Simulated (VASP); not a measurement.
A run of VASP 6.6.1 is set up as follows.

The input INCAR:

```
SYSTEM = Mn
PREC     = Accurate       ! precision mode
ENCUT    = 520            ! plane-wave cutoff, eV
EDIFF    = 1E-7           ! SCF threshold, eV
ISMEAR   = -1             ! smearing method
SIGMA    = 0.1            ! smearing width, eV
LREAL    = .FALSE.        ! projectors in reciprocal space
LASPH    = .TRUE.         ! aspherical terms in the spheres
NELM     = 100            ! most SCF steps
ALGO     = Normal         ! electronic algorithm
ISIF     = 2              ! what is computed and relaxed
LWAVE    = .FALSE.        ! write WAVECAR
LCHARG   = .FALSE.        ! write CHGCAR
GGA      = PE             ! functional
NBANDS   = 26             ! bands
```

The input KPOINTS:

```
regular mesh
0
G
  12 12 17
  0 0 0
```

POSCAR

```
Mn
1.0
    3.9061941644      0.0000000000      0.0000000000
   -1.9530970822      3.3828633785      0.0000000000
    0.0000000000      0.0000000000      2.4499825464
Mn
3
Direct
    0.0000000000      0.0000000000      0.0000000000
    0.3333333333      0.6666666667      0.5000000000
    0.6666666667      0.3333333333      0.5000000000
```

Potentials or basis: VASP PAW PBE potentials, release 64 (Mn_pv).

Launch:

```bash
$ cat potpaw_PBE.64/Mn_pv/POTCAR > POTCAR
$ mpirun -np 1 vasp_std > vasp.out
```

(1) What does it give for the pressure?

## Answers

(1) 0.0 GPa.

Caveat: the run has no spin polarisation, though such a crystal can be magnetic.
